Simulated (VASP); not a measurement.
# Ge in VASP: further runs

The runs below take Ge through single point, with PBE+D3(BJ).

Everything below comes from runs of VASP 6.6.1. Logs are shortened: lines on timing, memory, paths and dates and some standing lists are left out, and cuts for length are marked.

## (1) The cell of the first run

The cell holds a slab with vacuum, 4 atoms: a = 4.023 Å, b = 4.023 Å, c = 18.869 Å, α = 90.00°, β = 90.00°, γ = 120.00°.

## (2) Single point, PBE+D3(BJ) (layers slid over each other)

Contents of INCAR:

```
SYSTEM = Ge
PREC     = Accurate       ! precision mode
ENCUT    = 520            ! plane-wave cutoff, eV
EDIFF    = 1E-6           ! SCF threshold, eV
ISMEAR   = 0              ! smearing method
SIGMA    = 0.1            ! smearing width, eV
LREAL    = .FALSE.        ! projectors in reciprocal space
LASPH    = .TRUE.         ! aspherical terms in the spheres
NELM     = 60             ! most SCF steps
ALGO     = Normal         ! electronic algorithm
ISIF     = 2              ! what is computed and relaxed
LWAVE    = .FALSE.        ! write WAVECAR
LCHARG   = .FALSE.        ! write CHGCAR
LDIPOL   = .TRUE.       
IDIPOL   = 3            
DIPOL    = 0.5 0.5 0.377
GGA      = PE             ! functional
IVDW     = 12             ! dispersion correction
NBANDS   = 36             ! bands
```

Contents of KPOINTS:

```
regular mesh
0
G
  9 9 1
  0 0 0
```

Contents of POSCAR:

```
Ge
1.0
    4.0226895311      0.0000000000      0.0000000000
   -2.0113447656      3.4837513255      0.0000000000
    0.0000000000      0.0000000000     18.8685220517
Ge
4
Direct
    0.3333333333      0.6666666667      0.2747571332
    0.6666666667      0.3333333333      0.2384924472
    0.2222222222      1.8888888889      0.5150653573
    0.5555555556      1.5555555556      0.4788006714
```

Potentials or basis: VASP PAW PBE potentials, release 64 (Ge_d).

Command:

```console
cat potpaw_PBE.64/Ge_d/POTCAR > POTCAR
mpirun -np 1 vasp_std > vasp.out
```

OUTCAR:

```text
SYSTEM = Ge
   PREC = Accurate
   ENCUT = 520
   EDIFF = 1E-6
   ISMEAR = 0
   LREAL = .FALSE.
   LASPH = .TRUE.
   NELM = 60
   ISIF = 2
   GGA = PE
   IVDW = 12
 IVDW          = 12

 ion  position               nearest neighbor table
   1  0.333  0.667  0.275-   2 2.42   2 2.42   2 2.42
   2  0.667  0.333  0.238-   1 2.42   1 2.42   1 2.42
   3  0.222  0.889  0.515-   4 2.42   4 2.42   4 2.42
   4  0.556  0.556  0.479-   3 2.42   3 2.42   3 2.42

  LATTYP: Found a hexagonal cell.
 ALAT       =     4.0226895311
 C/A-ratio  =     4.6905240650

  Lattice vectors:

 A1 = (   4.0226895311,   0.0000000000,   0.0000000000)
 A2 = (  -2.0113447656,   3.4837513255,   0.0000000000)
 A3 = (   0.0000000000,   0.0000000000,  18.8685220517)

Analysis of symmetry for initial positions (statically):
=====================================================================
 Subroutine PRICEL returns:
 Original cell was already a primitive cell.

 Routine SETGRP: Setting up the symmetry group for a
 hexagonal supercell.

 Subroutine GETGRP returns: Found  2 space group operations
 (whereof  1 operations were pure point group operations)
 out of a pool of 24 trial point group operations.

The static configuration has the point symmetry C_1 .
 The point group associated with its full space group is S_2 .

Analysis of symmetry for dynamics (positions and initial velocities):
=====================================================================
 Subroutine PRICEL returns:
 Original cell was already a primitive cell.

 Routine SETGRP: Setting up the symmetry group for a
 hexagonal supercell.

 Subroutine GETGRP returns: Found  2 space group operations
 (whereof  1 operations were pure point group operations)
 out of a pool of 24 trial point group operations.

The dynamic configuration has the point symmetry C_1 .
 The point group associated with its full space group is S_2 .

 Subroutine INISYM returns: Found  2 space group operations
 (whereof  1 operations are pure point group operations),
 and found     1 'primitive' translations

----------------------------------------------------------------------------------------

                                     Primitive cell

  volume of cell :     264.4244

  direct lattice vectors                    reciprocal lattice vectors
     4.022689531  0.000000000  0.000000000     0.248589903  0.143523447  0.000000000
    -2.011344766  3.483751326  0.000000000     0.000000000  0.287046895  0.000000000
     0.000000000  0.000000000 18.868522052     0.000000000  0.000000000  0.052998322

  length of vectors
     4.022689531  4.022689531 18.868522052     0.287046895  0.287046895  0.052998322

  position of ions in fractional coordinates (direct lattice)
     0.333333333  0.666666667  0.274757133
     0.666666667  0.333333333  0.238492447
     0.222222222  0.888888889  0.515065357
     0.555555556  0.555555556  0.478800671

  ion indices of the primitive-cell ions
   primitive index   ion index
                 1           1
                 2           2
                 3           3
                 4           4

----------------------------------------------------------------------------------------

 KPOINTS: regular mesh

Automatic generation of k-mesh.
 Grid dimensions read from file:
 generate k-points for:    9    9    1

 Generating k-lattice:

  Cartesian coordinates                     Fractional coordinates (reciprocal lattice)
     0.027621100  0.015947050  0.000000000     0.111111111 -0.000000000  0.000000000
     0.000000000  0.031894099  0.000000000     0.000000000  0.111111111  0.000000000
     0.000000000  0.000000000  0.052998322     0.000000000  0.000000000  1.000000000

  Length of vectors
     0.031894099  0.031894099  0.052998322

  Shift w.r.t. Gamma in fractional coordinates (k-lattice)
     0.000000000  0.000000000  0.000000000

 Subroutine IBZKPT returns following result:
 ===========================================

 Found     41 irreducible k-points:

 Following reciprocal coordinates:
            Coordinates               Weight
  0.000000  0.000000  0.000000      1.000000
  0.111111  0.000000  0.000000      2.000000
  0.000000  0.111111  0.000000      2.000000
 -0.111111  0.111111  0.000000      2.000000
  0.222222 -0.000000  0.000000      2.000000
  0.000000  0.222222  0.000000      2.000000
[... 16 lines left out ...]
  0.333333  0.111111  0.000000      2.000000
 -0.111111  0.444444  0.000000      2.000000
 [... further k-points ...]
   k-points           NKPTS =     41   k-points in BZ     NKDIM =     41   number of bands    NBANDS=     36
   number of dos      NEDOS =    301   number of ions     NIONS =      4
   total plane-waves  NPLWV = 126000
   dimension x,y,z NGX =    30 NGY =   30 NGZ =  140
   dimension x,y,z NGXF=    60 NGYF=   60 NGZF=  280
   ions per type =               4
   NGX,Y,Z   is equivalent  to a cutoff of  12.40, 12.40, 12.34 a.u.
   NGXF,Y,Z  is equivalent  to a cutoff of  24.80, 24.80, 24.67 a.u.
 SYSTEM =  Ge
   PREC   = accura    normal or accurate (medium, high low for compatibility)
   ISTART =      0    job   : 0-new  1-cont  2-samecut
   ICHARG =      2    charge: 1-file 2-atom 10-const
   ISPIN  =      1    spin polarized calculation?
   LNONCOLLINEAR =      F non collinear calculations
   LSORBIT =      F    spin-orbit coupling
   LASPH  =      T    aspherical Exc in radial PAW
   ENCUT  =  520.0 eV  38.22 Ry    6.18 a.u.   7.48  7.48 35.08*2*pi/ulx,y,z
   NELM   =     60;   NELMIN=  2; NELMDL= -5     # of ELM steps
   EDIFF  = 0.1E-05   stopping-criterion for ELM
   LREAL  =      F    real-space projection
   EDIFFG = 0.1E-04   stopping-criterion for IOM
   NSW    =      0    number of steps for IOM
   IBRION =     -1    ionic relax: 0-MD 1-quasi-New 2-CG
   NFREE  =      0    steps in history (QN), initial steepest desc. (CG)
   ISIF   =      2    stress and relaxation
   ISYM   =      2    0-nonsym 1-usesym 2-fastsym
   POTIM  = 0.5000    time-step for ionic-motion
   TEBEG  =    0.0;   TEEND  =   0.0 temperature during run
   PSTRESS=    0.0 pullay stress
   NELECT =      56.0000    total number of electrons
   NUPDOWN=      -1.0000    fix difference up-down
   EMIN   =  10.00;   EMAX   =-10.00  energy-range for DOS
   EFERMI =   0.00;   METHOD = LEGACY
   ISMEAR =     0;   SIGMA  =   0.10  broadening in eV -4-tet -1-fermi 0-gaus
   EFERMI_NEDOS =   21; number of points for ismear=-14 and -15
   IALGO  =     38    algorithm
   IMIX   =      4    mixing-type and parameters
     AMIX     =   0.40;   BMIX     =  1.00
     AMIX_MAG =   1.60;   BMIX_MAG =  1.00
  volume/ion in A,a.u.               =      66.11       446.11
  Fermi-wavevector in a.u.,A,eV,Ry     =   0.975821  1.844035 12.955840  0.952227
  Thomas-Fermi vector in A             =   2.106391
   LORBIT       =      0    0 simple, 1 ext, 2 COOP (PROOUT), +10 PAW based schemes
   GGA     = PE    functional components
   LHFCALC =     F    Hartree Fock is set to
   AEXX    =    0.0000 exact exchange contribution
   IVDW    =    12    specifies the selected vdW correction
   LEPSILON=     F    determine dielectric tensor
   LRPA    =     F    only Hartree local field effects (RPA)
 non-spin polarized calculation
 Gauss-broadening in eV      SIGMA  =   0.10
  energy-cutoff  :      520.00
  volume of cell :      264.42
 maximum number of plane-waves:      7165
 NGX is ok and might be reduce to    30
   NGX = 15   NGY = 15   NGZ = 71

 dipolmoment           0.000000      0.000000      0.000014 electrons x Angstroem

 number of electron      55.9999992 magnetization

 dipolmoment           0.000000      0.000000     -0.000003 electrons x Angstroem

 Free energy of the ion-electron system (eV)
  ---------------------------------------------------
  ext. energy  EPLUGINS =         0.00000000
  ---------------------------------------------------
  free energy    TOTEN  =       -16.21013547 eV

  energy without entropy =      -16.20993728  energy(sigma->0) =      -16.21003638

 E-fermi :  -1.3592     XC(G=0):  -4.4044

 val. band max:       -1.5219104941   @ k =   0.3333   0.3333   0.0000
 cond. band min:      -1.1963053134   @ k =   0.3333   0.3333   0.0000
 fundamental gap:      0.3256051807
 Fermi energy:        -1.3592187250

 k-point     1 :       0.0000    0.0000    0.0000
  band No.  band energies     occupation
      1     -25.8606      2.00000
      2     -25.8606      2.00000
      3     -25.8605      2.00000
      4     -25.8605      2.00000
      5     -25.8102      2.00000
      6     -25.8101      2.00000
[... 28 lines left out ...]
     35       2.5833      0.00000
     36       2.6244      0.00000

 k-point     2 :       0.1111    0.0000    0.0000
  band No.  band energies     occupation
      1     -25.8671      2.00000
      2     -25.8669      2.00000
      3     -25.8652      2.00000
      4     -25.8651      2.00000
      5     -25.8231      2.00000
      6     -25.8225      2.00000
[... 28 lines left out ...]
     35       3.0596      0.00000
     36       3.0694      0.00000

 k-point     3 :       0.0000    0.1111    0.0000
  band No.  band energies     occupation
      1     -25.8671      2.00000
      2     -25.8669      2.00000
      3     -25.8652      2.00000
      4     -25.8651      2.00000
      5     -25.8231      2.00000
      6     -25.8224      2.00000
[... 28 lines left out ...]
     35       3.0523      0.00000
     36       3.0617      0.00000
[... 742 lines left out ...]
 k-point    23 :       0.3333    0.1111    0.0000
  band No.  band energies     occupation
      1     -25.8882      2.00000
      2     -25.8881      2.00000
      3     -25.8747      2.00000
      4     -25.8744      2.00000
      5     -25.8562      2.00000
      6     -25.8554      2.00000
[... 28 lines left out ...]
     35       4.2591      0.00000
     36       5.0099      0.00000

 k-point    24 :      -0.1111    0.4444    0.0000
  band No.  band energies     occupation
      1     -25.8883      2.00000
      2     -25.8882      2.00000
      3     -25.8747      2.00000
      4     -25.8743      2.00000
      5     -25.8560      2.00000
      6     -25.8555      2.00000
[... 28 lines left out ...]
     35       4.5985      0.00000
     36       4.8551      0.00000

 [... further k-points ...]

------------------------ aborting loop because EDIFF is reached ----------------------------------------

 vacuum level on the upper side and lower side of the slab       (xc-potential included)        -0.109        -0.109

 Edisp (eV)   -0.80457

 E8    (eV) :    -0.3693

  FORCE on cell =-STRESS in cart. coord.  units (eV):
  Direction    XX          YY          ZZ          XY          YZ          ZX
  --------------------------------------------------------------------------------------
  -------------------------------------------------------------------------------------
  Total      -0.19231    -0.16542    -0.84195    -0.01559     0.09400    -0.22279
  in kB      -1.16524    -1.00230    -5.10150    -0.09449     0.56954    -1.34993
  external pressure =       -2.42 kB  Pullay stress =        0.00 kB

 VOLUME and BASIS-vectors are now :
 -----------------------------------------------------------------------------
  energy-cutoff  :      520.00
  volume of cell :      264.42
      direct lattice vectors                 reciprocal lattice vectors
     4.022689531  0.000000000  0.000000000     0.248589903  0.143523447  0.000000000
    -2.011344766  3.483751326  0.000000000     0.000000000  0.287046895  0.000000000
     0.000000000  0.000000000 18.868522052     0.000000000  0.000000000  0.052998322

 POSITION                                       TOTAL-FORCE (eV/Angst)
 -----------------------------------------------------------------------------------
     -0.00000      2.32250      5.18426         0.046407     -0.014786      0.191003
      2.01134      1.16125      4.50000         0.008526     -0.006969      0.010419
     -0.89393      3.09667      9.71852        -0.008526      0.006969     -0.010419
      1.11741      1.93542      9.03426        -0.046407      0.014786     -0.191003
 -----------------------------------------------------------------------------------
    total drift:                                0.000143      0.000255     -0.000082

  FREE ENERGIE OF THE ION-ELECTRON SYSTEM (eV)
  ---------------------------------------------------
  free  energy   TOTEN  =       -17.0147028800 eV

  energy  without entropy=      -17.0145046897  energy(sigma->0) =      -17.01460378

 vacuum level on the upper side and lower side of the slab         3.062         3.064
```

Run time: 11 min. Hardware: 1 thread of Intel Xeon Platinum 8488C (Sapphire Rapids), shared host; peak memory 0.52 GiB.

What came out:

* Free energy: -17.0147 eV
* Largest force: 0.197 eV/Å
* Band gap on the k mesh: 0.33 eV
* Dispersion energy per atom: -0.201 eV

Forces in eV/Å, atoms in the order of the input:
```
Ge   0.046 -0.015  0.191
Ge   0.009 -0.007  0.010
Ge  -0.009  0.007 -0.010
Ge  -0.046  0.015 -0.191
```

Caveat: the cell differs from its parent crystal (layers slid over each other); semilocal functionals underestimate gaps, and a narrow one can read as zero.

(Part 1 of 2 ends here.)
